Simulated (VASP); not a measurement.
# W (Im-3m) in VASP: single point with r2SCAN

Aim: the single point of W with r2SCAN.

Program: VASP 6.6.1. These are calculated values, not measurements. Logs are shortened: lines on timing, memory, paths and dates and some standing lists are left out, and cuts for length are marked.

### Step 1. The cell of the first run

It takes space group Im-3m (No. 229, cubic). Conventional cell: a = 3.169 Å, b = 3.169 Å, c = 3.169 Å, α = 90.00°, β = 90.00°, γ = 90.00°. W (site symmetry m-3m) has 14 W at 2.74 to 3.17 Å within 3.6 Å.

### Step 2. Single point, r2SCAN

The input, POSCAR:

```
W
1.0
   -1.5843850200      1.5843850200      1.5843850200
    1.5843850200     -1.5843850200      1.5843850200
    1.5843850200      1.5843850200     -1.5843850200
W
1
Direct
    0.0000000000      0.0000000000      0.0000000000
```

The input, INCAR.step1:

```
SYSTEM = W
PREC = Accurate
ENCUT = 520
ISMEAR = -1
SIGMA = 0.1
LREAL = .FALSE.
LASPH = .TRUE.
NELM = 60
NBANDS = 13
GGA = PE
ALGO = Normal
EDIFF = 1E-4
LWAVE = .TRUE.
LCHARG = .FALSE.
```

The input, INCAR.step2:

```
SYSTEM = W
PREC = Accurate
ENCUT = 520
EDIFF = 1E-6
ISMEAR = -1
SIGMA = 0.1
LREAL = .FALSE.
LASPH = .TRUE.
NELM = 60
ALGO = Normal
ISIF = 2
LWAVE = .FALSE.
LCHARG = .FALSE.
METAGGA = R2SCAN
LMIXTAU = .TRUE.
NBANDS = 13
ISTART = 1
```

The input, KPOINTS:

```
regular mesh
0
G
  15 15 15
  0 0 0
```

Potentials or basis: VASP PAW PBE potentials, release 64 (W_sv).

Run with:

```sh
> cat potpaw_PBE.64/W_sv/POTCAR > POTCAR
> cp INCAR.step1 INCAR
> mpirun -np 1 vasp_std > vasp.out
> cp INCAR.step2 INCAR
> mpirun -np 1 vasp_std > vasp.out
```

OUTCAR:

```text
SYSTEM = W
   PREC = Accurate
   ENCUT = 520
   EDIFF = 1E-6
   ISMEAR = -1
   LREAL = .FALSE.
   LASPH = .TRUE.
   NELM = 60
   ISIF = 2
   METAGGA = R2SCAN
   ISTART = 1

 ion  position               nearest neighbor table
   1  0.000  0.000  0.000-

  LATTYP: Found a body centered cubic cell.
 ALAT       =     3.1687700400

  Lattice vectors:

 A1 = (  -1.5843850200,   1.5843850200,   1.5843850200)
 A2 = (   1.5843850200,  -1.5843850200,   1.5843850200)
 A3 = (   1.5843850200,   1.5843850200,  -1.5843850200)

Analysis of symmetry for initial positions (statically):
=====================================================================
 Subroutine PRICEL returns:
 Original cell was already a primitive cell.

 Routine SETGRP: Setting up the symmetry group for a
 body centered cubic supercell.

 Subroutine GETGRP returns: Found 48 space group operations
 (whereof 48 operations were pure point group operations)
 out of a pool of 48 trial point group operations.

The static configuration has the point symmetry O_h .

Analysis of symmetry for dynamics (positions and initial velocities):
=====================================================================
 Subroutine PRICEL returns:
 Original cell was already a primitive cell.

 Routine SETGRP: Setting up the symmetry group for a
 body centered cubic supercell.

 Subroutine GETGRP returns: Found 48 space group operations
 (whereof 48 operations were pure point group operations)
 out of a pool of 48 trial point group operations.

The dynamic configuration has the point symmetry O_h .

 Subroutine INISYM returns: Found 48 space group operations
 (whereof 48 operations are pure point group operations),
 and found     1 'primitive' translations

----------------------------------------------------------------------------------------

                                     Primitive cell

  volume of cell :      15.9090

  direct lattice vectors                    reciprocal lattice vectors
    -1.584385020  1.584385020  1.584385020     0.000000000  0.315579858  0.315579858
     1.584385020 -1.584385020  1.584385020     0.315579858  0.000000000  0.315579858
     1.584385020  1.584385020 -1.584385020     0.315579858  0.315579858  0.000000000

  length of vectors
     2.744235353  2.744235353  2.744235353     0.446297316  0.446297316  0.446297316

  position of ions in fractional coordinates (direct lattice)
     0.000000000  0.000000000  0.000000000

  ion indices of the primitive-cell ions
   primitive index   ion index
                 1           1

----------------------------------------------------------------------------------------

 KPOINTS: regular mesh

Automatic generation of k-mesh.
 Grid dimensions read from file:
 generate k-points for:   15   15   15

 Generating k-lattice:

  Cartesian coordinates                     Fractional coordinates (reciprocal lattice)
     0.000000000  0.021038657  0.021038657     0.066666667  0.000000000  0.000000000
     0.021038657  0.000000000  0.021038657     0.000000000  0.066666667  0.000000000
     0.021038657  0.021038657  0.000000000     0.000000000  0.000000000  0.066666667

  Length of vectors
     0.029753154  0.029753154  0.029753154

  Shift w.r.t. Gamma in fractional coordinates (k-lattice)
     0.000000000  0.000000000  0.000000000

 Subroutine IBZKPT returns following result:
 ===========================================

 Found    120 irreducible k-points:

 Following reciprocal coordinates:
            Coordinates               Weight
  0.000000  0.000000  0.000000      1.000000
  0.066667  0.000000  0.000000     12.000000
  0.133333  0.000000  0.000000     12.000000
  0.200000  0.000000  0.000000     12.000000
  0.266667  0.000000  0.000000     12.000000
  0.333333  0.000000  0.000000     12.000000
[... 16 lines left out ...]
  0.333333  0.200000  0.000000     48.000000
  0.400000  0.200000  0.000000     24.000000
 [... further k-points ...]
   k-points           NKPTS =    120   k-points in BZ     NKDIM =    120   number of bands    NBANDS=     13
   number of dos      NEDOS =    301   number of ions     NIONS =      1
   total plane-waves  NPLWV =   8000
   dimension x,y,z NGX =    20 NGY =   20 NGZ =   20
   dimension x,y,z NGXF=    40 NGYF=   40 NGZF=   40
   ions per type =               1
   NGX,Y,Z   is equivalent  to a cutoff of  12.12, 12.12, 12.12 a.u.
   NGXF,Y,Z  is equivalent  to a cutoff of  24.23, 24.23, 24.23 a.u.
 SYSTEM =  W
   PREC   = accura    normal or accurate (medium, high low for compatibility)
   ISTART =      1    job   : 0-new  1-cont  2-samecut
   ICHARG =      0    charge: 1-file 2-atom 10-const
   ISPIN  =      1    spin polarized calculation?
   LNONCOLLINEAR =      F non collinear calculations
   LSORBIT =      F    spin-orbit coupling
   LASPH  =      T    aspherical Exc in radial PAW
   ENCUT  =  520.0 eV  38.22 Ry    6.18 a.u.   5.10  5.10  5.10*2*pi/ulx,y,z
   NELM   =     60;   NELMIN=  2; NELMDL=  0     # of ELM steps
   EDIFF  = 0.1E-05   stopping-criterion for ELM
   LREAL  =      F    real-space projection
   EDIFFG = 0.1E-04   stopping-criterion for IOM
   NSW    =      0    number of steps for IOM
   IBRION =     -1    ionic relax: 0-MD 1-quasi-New 2-CG
   NFREE  =      0    steps in history (QN), initial steepest desc. (CG)
   ISIF   =      2    stress and relaxation
   ISYM   =      2    0-nonsym 1-usesym 2-fastsym
   POTIM  = 0.5000    time-step for ionic-motion
   TEBEG  =    0.0;   TEEND  =   0.0 temperature during run
   PSTRESS=    0.0 pullay stress
   NELECT =      14.0000    total number of electrons
   NUPDOWN=      -1.0000    fix difference up-down
   EMIN   =  10.00;   EMAX   =-10.00  energy-range for DOS
   EFERMI =   0.00;   METHOD = LEGACY
   ISMEAR =    -1;   SIGMA  =   0.10  broadening in eV -4-tet -1-fermi 0-gaus
   EFERMI_NEDOS =   21; number of points for ismear=-14 and -15
   IALGO  =     38    algorithm
   IMIX   =      4    mixing-type and parameters
     AMIX     =   0.40;   BMIX     =  1.00
     AMIX_MAG =   1.60;   BMIX_MAG =  1.00
  volume/ion in A,a.u.               =      15.91       107.36
  Fermi-wavevector in a.u.,A,eV,Ry     =   1.568809  2.964619 33.486145  2.461162
  Thomas-Fermi vector in A             =   2.670785
   LORBIT       =      0    0 simple, 1 ext, 2 COOP (PROOUT), +10 PAW based schemes
   METAGGA = R2SCAN    functional components
   LHFCALC =     F    Hartree Fock is set to
   AEXX    =    0.0000 exact exchange contribution
   IVDW    =     0    specifies the selected vdW correction
   LEPSILON=     F    determine dielectric tensor
   LRPA    =     F    only Hartree local field effects (RPA)
 non-spin polarized calculation
  energy-cutoff  :      520.00
  volume of cell :       15.91
 maximum number of plane-waves:       442
   NGX = 11   NGY = 11   NGZ = 11

 number of electron      14.0000003 magnetization

 Free energy of the ion-electron system (eV)
  ---------------------------------------------------
  ext. energy  EPLUGINS =         0.00000000
  ---------------------------------------------------
  free energy    TOTEN  =       -51.35688833 eV

  energy without entropy =      -51.34447133  energy(sigma->0) =      -51.35067983

 E-fermi :  11.1971     XC(G=0): -14.9367

 val. band max:       11.1523597201   @ k =  -0.3333   0.4000   0.2667
 cond. band min:      11.3678682034   @ k =   0.4667   0.0667   0.0000
 fundamental gap:      0.2155084833
 Fermi energy:        11.1970816125

 k-point     1 :       0.0000    0.0000    0.0000
  band No.  band energies     occupation
      1     -64.8844      2.00000
      2     -27.7493      2.00000
      3     -27.7493      2.00000
      4     -27.7493      2.00000
      5       1.1290      2.00000
      6       9.9604      1.99999
      7       9.9604      1.99999
      8       9.9604      1.99999
      9      13.7912      0.00000
     10      13.7912      0.00000
     11      26.4882      0.00000
     12      26.4882      0.00000
     13      26.4882      0.00000

 k-point     2 :       0.0667    0.0000    0.0000
  band No.  band energies     occupation
      1     -64.8780      2.00000
      2     -27.8129      2.00000
      3     -27.7690      2.00000
      4     -27.7496      2.00000
      5       1.3526      2.00000
      6       9.8231      2.00000
      7       9.9266      1.99999
      8      10.1755      1.99993
      9      13.5724      0.00000
     10      13.7907      0.00000
     11      26.6765      0.00000
     12      26.8694      0.00000
     13      27.0229      0.00000

 k-point     3 :       0.1333    0.0000    0.0000
  band No.  band energies     occupation
      1     -64.8600      2.00000
      2     -27.9897      2.00000
      3     -27.8242      2.00000
      4     -27.7505      2.00000
      5       1.9870      2.00000
      6       9.4566      2.00000
      7       9.7753      2.00000
      8      10.8101      1.95911
      9      13.1672      0.00000
     10      13.8051      0.00000
     11      27.0939      0.00000
     12      27.9634      0.00000
     13      28.2625      0.00000
[... 305 lines left out ...]
 k-point    23 :       0.3333    0.2000    0.0000
  band No.  band energies     occupation
      1     -64.7290      2.00000
      2     -28.9219      2.00000
      3     -28.3453      2.00000
      4     -27.8849      2.00000
      5       5.9488      2.00000
      6       7.7962      2.00000
      7       9.4348      2.00000
      8      13.4036      0.00000
      9      14.7657      0.00000
     10      19.0823      0.00000
     11      21.9098      0.00000
     12      25.4870      0.00000
     13      28.1981      0.00000

 k-point    24 :       0.4000    0.2000    0.0000
  band No.  band energies     occupation
      1     -64.7238      2.00000
      2     -28.9435      2.00000
      3     -28.3824      2.00000
      4     -27.8876      2.00000
      5       5.9380      2.00000
      6       7.7710      2.00000
      7       9.7208      2.00000
      8      13.4636      0.00000
      9      14.9349      0.00000
     10      19.8418      0.00000
     11      21.1135      0.00000
     12      24.9482      0.00000
     13      28.0560      0.00000

 [... further k-points ...]

------------------------ aborting loop because EDIFF is reached ----------------------------------------

  FORCE on cell =-STRESS in cart. coord.  units (eV):
  Direction    XX          YY          ZZ          XY          YZ          ZX
  --------------------------------------------------------------------------------------
  -------------------------------------------------------------------------------------
  Total        0.1238111      0.1238111      0.1238111     -0.0000000      0.0000000      0.0000000
  in kB       12.4688986     12.4688986     12.4688986     -0.0000000      0.0000000      0.0000000
  external PRESSURE =      12.4688986 kB  Pullay stress =       0.0000000 kB

 VOLUME and BASIS-vectors are now :
 -----------------------------------------------------------------------------
  energy-cutoff  :      520.00
  volume of cell :       15.91
      direct lattice vectors                 reciprocal lattice vectors
    -1.584385020  1.584385020  1.584385020     0.000000000  0.315579858  0.315579858
     1.584385020 -1.584385020  1.584385020     0.315579858  0.000000000  0.315579858
     1.584385020  1.584385020 -1.584385020     0.315579858  0.315579858  0.000000000

 POSITION                                       TOTAL-FORCE (eV/Angst)
 -----------------------------------------------------------------------------------
      0.00000      0.00000      0.00000         0.000000      0.000000     -0.000000
 -----------------------------------------------------------------------------------
    total drift:                                0.000000     -0.000000      0.000000

  FREE ENERGIE OF THE ION-ELECTRON SYSTEM (eV)
  ---------------------------------------------------
  free  energy   TOTEN  =       -51.3568883328 eV

  energy  without entropy=      -51.3444713315  energy(sigma->0) =      -51.35067983
```

Run time: 45 s. Hardware: 1 thread of Intel Xeon 6975P-C, shared host; peak memory 0.15 GiB.

What came out:

```yaml
Free_energy: -51.3569 eV
Pressure: 1.2 GPa
Band_gap_on_the_k_mesh: zero (band 7 reaches 16.01 eV, above the bottom of band 8 at 9.96 eV)
```

Caveat: the PAW data sets were made with another functional, which shifts forces and pressure a little; spin-orbit coupling is left out, which moves the levels of the heavy elements.
